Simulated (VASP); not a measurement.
# Rb (Im-3m) in VASP: notebook

Rb is run at these levels: PBE; tasks: single point.

Everything below comes from runs of VASP 6.6.1. Logs are shortened: lines on timing, memory, paths and dates and some standing lists are left out, and cuts for length are marked.

## Step 1: The cell of the first run

Symmetry: Im-3m, No. 229, cubic system. The conventional cell has a = 5.670 Å, b = 5.670 Å, c = 5.670 Å, α = 90.00°, β = 90.00°, γ = 90.00°.

## Step 2: Single point, PBE

Input file INCAR:

```
SYSTEM = Rb
PREC     = Accurate       ! precision mode
ENCUT    = 520            ! plane-wave cutoff, eV
EDIFF    = 1E-7           ! SCF threshold, eV
ISMEAR   = 0              ! smearing method
SIGMA    = 0.1            ! smearing width, eV
LREAL    = .False.        ! projectors in reciprocal space
LASPH    = .True.         ! aspherical terms in the spheres
NELM     = 80             ! most SCF steps
ALGO     = Fast           ! electronic algorithm
ISIF     = 2              ! what is computed and relaxed
LWAVE    = .False.        ! write WAVECAR
LCHARG   = .False.        ! write CHGCAR
GGA      = PE             ! functional
NBANDS   = 10             ! bands
```

Input file KPOINTS:

```
regular mesh
0
Gamma
  10 10 10
  0 0 0
```

Input file POSCAR:

```
Rb
1.0
   -2.8350127392      2.8350127392      2.8350127392
    2.8350127392     -2.8350127392      2.8350127392
    2.8350127392      2.8350127392     -2.8350127392
Rb
1
Direct
    0.0000000000      0.0000000000      0.0000000000
```

Potentials or basis: VASP PAW PBE potentials, release 64 (Rb_sv).

Launch:

```
$ cat potpaw_PBE.64/Rb_sv/POTCAR > POTCAR
$ mpirun -np 1 vasp_std > vasp.out
```

OUTCAR:

```text
SYSTEM = Rb
   PREC = Accurate
   ENCUT = 520
   EDIFF = 1E-7
   ISMEAR = 0
   LREAL = .False.
   LASPH = .True.
   NELM = 80
   ISIF = 2
   GGA = PE

 ion  position               nearest neighbor table
   1  0.000  0.000  0.000-

  LATTYP: Found a body centered cubic cell.
 ALAT       =     5.6700254784

  Lattice vectors:

 A1 = (  -2.8350127392,   2.8350127392,   2.8350127392)
 A2 = (   2.8350127392,  -2.8350127392,   2.8350127392)
 A3 = (   2.8350127392,   2.8350127392,  -2.8350127392)

Analysis of symmetry for initial positions (statically):
=====================================================================
 Subroutine PRICEL returns:
 Original cell was already a primitive cell.

 Routine SETGRP: Setting up the symmetry group for a
 body centered cubic supercell.

 Subroutine GETGRP returns: Found 48 space group operations
 (whereof 48 operations were pure point group operations)
 out of a pool of 48 trial point group operations.

The static configuration has the point symmetry O_h .

Analysis of symmetry for dynamics (positions and initial velocities):
=====================================================================
 Subroutine PRICEL returns:
 Original cell was already a primitive cell.

 Routine SETGRP: Setting up the symmetry group for a
 body centered cubic supercell.

 Subroutine GETGRP returns: Found 48 space group operations
 (whereof 48 operations were pure point group operations)
 out of a pool of 48 trial point group operations.

The dynamic configuration has the point symmetry O_h .

 Subroutine INISYM returns: Found 48 space group operations
 (whereof 48 operations are pure point group operations),
 and found     1 'primitive' translations

----------------------------------------------------------------------------------------

                                     Primitive cell

  volume of cell :      91.1434

  direct lattice vectors                    reciprocal lattice vectors
    -2.835012739  2.835012739  2.835012739     0.000000000  0.176366051  0.176366051
     2.835012739 -2.835012739  2.835012739     0.176366051  0.000000000  0.176366051
     2.835012739  2.835012739 -2.835012739     0.176366051  0.176366051  0.000000000

  length of vectors
     4.910386104  4.910386104  4.910386104     0.249419261  0.249419261  0.249419261

  position of ions in fractional coordinates (direct lattice)
     0.000000000  0.000000000  0.000000000
[... 81 lines left out ...]
   NFREE  =      0    steps in history (QN), initial steepest desc. (CG)
   ISIF   =      2    stress and relaxation
   ISYM   =      2    0-nonsym 1-usesym 2-fastsym
   POTIM  = 0.5000    time-step for ionic-motion
   TEBEG  =    0.0;   TEEND  =   0.0 temperature during run
   PSTRESS=    0.0 pullay stress
   NELECT =       9.0000    total number of electrons
   NUPDOWN=      -1.0000    fix difference up-down
   EMIN   =  10.00;   EMAX   =-10.00  energy-range for DOS
   EFERMI =   0.00;   METHOD = LEGACY
   ISMEAR =     0;   SIGMA  =   0.10  broadening in eV -4-tet -1-fermi 0-gaus
   EFERMI_NEDOS =   21; number of points for ismear=-14 and -15
   IALGO  =     68    algorithm
   IMIX   =      4    mixing-type and parameters
     AMIX     =   0.40;   BMIX     =  1.00
     AMIX_MAG =   1.60;   BMIX_MAG =  1.00
  volume/ion in A,a.u.               =      91.14       615.07
  Fermi-wavevector in a.u.,A,eV,Ry     =   0.756683  1.429924  7.790277  0.572569
  Thomas-Fermi vector in A             =   1.854859
   LORBIT       =      0    0 simple, 1 ext, 2 COOP (PROOUT), +10 PAW based schemes
   GGA     = PE    functional components
   LHFCALC =     F    Hartree Fock is set to
   AEXX    =    0.0000 exact exchange contribution
   IVDW    =     0    specifies the selected vdW correction
   LEPSILON=     F    determine dielectric tensor
   LRPA    =     F    only Hartree local field effects (RPA)
 non-spin polarized calculation
 RMM-DIIS sequential band-by-band and
 Gauss-broadening in eV      SIGMA  =   0.10
  energy-cutoff  :      520.00
  volume of cell :       91.14
 maximum number of plane-waves:      2491
 NGX is ok and might be reduce to    40
   NGX = 19   NGY = 19   NGZ = 19

 number of electron       9.0000000 magnetization

 Free energy of the ion-electron system (eV)
  ---------------------------------------------------
  ext. energy  EPLUGINS =         0.00000000
  ---------------------------------------------------
  free energy    TOTEN  =        -0.93588577 eV

  energy without entropy =       -0.92967789  energy(sigma->0) =       -0.93278183

 E-fermi :   0.0111     XC(G=0):  -5.4627

 val. band max:        0.0082208105   @ k =  -0.3000   0.4000   0.2000
 cond. band min:       0.0906173208   @ k =  -0.4000   0.4000   0.2000
 fundamental gap:      0.0823965104
 Fermi energy:         0.0111222702

 k-point     1 :       0.0000    0.0000    0.0000
  band No.  band energies     occupation
      1     -28.8951      2.00000
      2     -12.9376      2.00000
      3     -12.9376      2.00000
      4     -12.9376      2.00000
      5      -1.9616      2.00000
      6       3.6859      0.00000
      7       3.6859      0.00000
      8       3.6859      0.00000
      9       4.6178      0.00000
     10       4.6178      0.00000
[... 287 lines left out ...]
 k-point    24 :      -0.3000    0.3000    0.1000
  band No.  band energies     occupation
      1     -28.8921      2.00000
      2     -12.9990      2.00000
      3     -12.9618      2.00000
      4     -12.9447      2.00000
      5      -0.8588      2.00000
      6       2.1246      0.00000
      7       2.9131      0.00000
      8       3.7634      0.00000
      9       4.6216      0.00000
     10       5.0414      0.00000

 [... further k-points ...]

------------------------ aborting loop because EDIFF is reached ----------------------------------------

  FORCE on cell =-STRESS in cart. coord.  units (eV):
  Direction    XX          YY          ZZ          XY          YZ          ZX
  --------------------------------------------------------------------------------------
  -------------------------------------------------------------------------------------
  Total        0.0016157      0.0016157      0.0016157      0.0000000      0.0000000     -0.0000000
  in kB        0.0284012      0.0284012      0.0284012      0.0000000      0.0000000     -0.0000000
  external PRESSURE =       0.0284012 kB  Pullay stress =       0.0000000 kB

 VOLUME and BASIS-vectors are now :
 -----------------------------------------------------------------------------
  energy-cutoff  :      520.00
  volume of cell :       91.14
      direct lattice vectors                 reciprocal lattice vectors
    -2.835012739  2.835012739  2.835012739     0.000000000  0.176366051  0.176366051
     2.835012739 -2.835012739  2.835012739     0.176366051  0.000000000  0.176366051
     2.835012739  2.835012739 -2.835012739     0.176366051  0.176366051  0.000000000

 POSITION                                       TOTAL-FORCE (eV/Angst)
 -----------------------------------------------------------------------------------
      0.00000      0.00000      0.00000         0.000000      0.000000      0.000000
 -----------------------------------------------------------------------------------
    total drift:                                0.000000      0.000000     -0.000000

  FREE ENERGIE OF THE ION-ELECTRON SYSTEM (eV)
  ---------------------------------------------------
  free  energy   TOTEN  =        -0.9358857748 eV

  energy  without entropy=       -0.9296778940  energy(sigma->0) =       -0.93278183
```

It took 72 s on 1 thread of Intel Xeon 8259CL, shared host; peak memory 0.25 GiB.

What came out:

| Quantity | Value |
| --- | --- |
| Free energy | -0.9359 eV |
| Pressure | 0.0 GPa |
| Band gap on the k mesh | zero (an odd number of electrons rules out a gap without spin polarisation) |

## Step 3: Single point, PBE (93.88 Å³/atom)

This run uses another cell than the first one, of 93.88 Å³/atom.

Input file INCAR:

```
SYSTEM = Rb
PREC = Accurate
ENCUT = 520
EDIFF = 1E-6
ISMEAR = 0
SIGMA = 0.1
LREAL = .False.
LASPH = .True.
NELM = 100
ALGO = Normal
ISIF = 2
LWAVE = .False.
LCHARG = .True.
GGA = PE
LELF = .True.
LVHAR = .True.
NBANDS = 10
```

Input file KPOINTS:

```
Automatic mesh
0
Gamma
  10 10 10
  0 0 0
```

Input file POSCAR:

```
Rb
1.0
   -2.8630839979      2.8630839979      2.8630839979
    2.8630839979     -2.8630839979      2.8630839979
    2.8630839979      2.8630839979     -2.8630839979
Rb
1
Direct
    0.0000000000      0.0000000000      0.0000000000
```

Potentials or basis: VASP PAW PBE potentials, release 64 (Rb_sv).

Launch:

```
$ cat potpaw_PBE.64/Rb_sv/POTCAR > POTCAR
$ mpirun -np 1 vasp_std > vasp.out
```

It took 51 s on 1 thread of Intel Xeon 8259CL, shared host; peak memory 0.24 GiB.

The run converged. Its results:

- Free energy: -0.9353 eV
- Pressure: -0.1 GPa
- Band gap on the k mesh: zero (an odd number of electrons rules out a gap without spin polarisation)

Levels at points of the mesh, in eV from the Fermi level:
| k point | band 1 | band 2 | band 3 | band 4 | band 5 | band 6 | band 7 | band 8 | band 9 | band 10 |
| --- | --- | --- | --- | --- | --- | --- | --- | --- | --- | --- |
| (0.00, 0.00, 0.00) | -28.92 | -12.97 | -12.97 | -12.97 | -1.93 | 3.65 | 3.65 | 3.65 | 4.56 | 4.56 |
| (0.50, 0.00, 0.00) | -28.92 | -13.05 | -13.00 | -12.97 | 0.24 | 0.76 | 2.58 | 4.18 | 5.07 | 5.16 |
| (0.50, 0.50, 0.50) | -28.92 | -13.03 | -13.03 | -13.03 | 1.28 | 1.28 | 3.17 | 3.17 | 3.17 | 4.62 |

[end of part 1 of 2]
